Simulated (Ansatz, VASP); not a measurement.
## Y in VASP and in Ansatz

```
Y
1.0
     3.42162    0.00000    0.00000
    -1.71081    2.96321    0.00000
     0.00000    0.00000    3.32142
Y
1
Direct
  0.00000 0.00000 0.00000
```

Alike in both runs: functional PBE; k mesh 14 × 14 × 13; occupations fermi-dirac, width 0.05 eV; no spin polarisation.

Ansatz relaxed the structure, and its values are those at the end. VASP's run is a single point on that final structure, the one shown.

|  | VASP | Ansatz |
| --- | --- | --- |
| version | VASP 6.6.1 | Ansatz 0.2.0 |
| potentials or method | VASP PAW PBE potentials, release 64 (Y_sv) | PAW with Ansatz's default frozen-core files, scalar-relativistic |
| plane-wave cutoff (eV) | 520 | 420 |
| valence electrons in the cell | 11 | 11 |

|  | VASP | Ansatz | Ansatz less VASP |
| --- | --- | --- | --- |
| pressure (GPa) | -0.1 | 0.0 | +0.07 |
